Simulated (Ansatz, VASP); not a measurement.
## AlNi3: VASP beside Ansatz

Contents of INCAR:

```
SYSTEM = AlNi3
PREC = Accurate
ENCUT = 520
EDIFF = 1E-6
ISMEAR = 0
SIGMA = 0.15
LREAL = .False.
LASPH = .True.
NELM = 80
ALGO = Fast
ISIF = 2
LWAVE = .False.
LCHARG = .False.
GGA = PS
NBANDS = 24
```

KPOINTS

```
Automatic mesh
0
Gamma
  14 14 14
  0 0 0
```

The input POSCAR:

```
AlNi3
1.0
   -0.0674122692      2.7650360153      2.7650360153
    2.7650360153     -0.0674122692      2.7650360153
    2.7650360153      2.7650360153     -0.0674122692
Al Ni
1 3
Direct
    0.5000000000      0.5000000000      0.5000000000
    0.2500000000      0.2500000000      0.2500000000
    0.0000000000      0.0000000000      0.0000000000
    0.7500000000      0.7500000000      0.7500000000
```

Input for Ansatz:

```yaml
crystal:
  lattice:
    - [-0.0674122692, 2.7650360153, 2.7650360153]
    - [2.7650360153, -0.0674122692, 2.7650360153]
    - [2.7650360153, 2.7650360153, -0.0674122692]
  atoms:
    - { symbol: Al, position: [0.5, 0.5, 0.5] }
    - { symbol: Ni, position: [0.25, 0.25, 0.25] }
    - { symbol: Ni, position: [0.0, 0.0, 0.0] }
    - { symbol: Ni, position: [0.75, 0.75, 0.75] }
basis:
  ecutwfc: 520.0
kpoints:
  mp_grid: { grid: [14, 14, 14] }
hamiltonian:
  xc: pbesol
  pseudopotentials: { kind: paw, azcp: { folder: soft_1 } }
scf:
  occupations: { method: gaussian, width: 0.15 }
output:
  forces: true
  stress: true
  eigenvalues: true
```

Alike in both runs: task single point; functional PBEsol; k mesh 14 × 14 × 14; occupations gaussian, width 0.15 eV; no spin polarisation.

|  | VASP | Ansatz |
| --- | --- | --- |
| version | VASP 6.6.1 | Ansatz 0.2.0 |
| potentials or method | VASP PAW PBE potentials, release 64 (Al, Ni), cutoff 520 eV | scalar-relativistic, plane waves, PAW |
| valence electrons in the cell | 33 | 57 |

|  | VASP | Ansatz | Ansatz less VASP |
| --- | --- | --- | --- |
| gap on the k mesh at the Fermi level (eV) | none | none | - |
| pressure (GPa) | 0.5 | 0.4 | -0.08 |
| traceless stress, the component that is largest in VASP (GPa) | 3.96 | 3.99 | +0.029 |
| rms of the force components (eV/Å) | 0.019 | 0.021 | +0.0020 |

VASP's potentials were made for PBE, not for PBEsol, and Ansatz warns of the same on its side. Atom by atom the forces differ by 0.002 eV/Å (rms over components). A gap of «none» marks a metal or a gap that the smearing closes. VASP's potentials hold 33 valence electrons a cell and Ansatz's 57, so a difference there can come from the potentials and not from the codes.
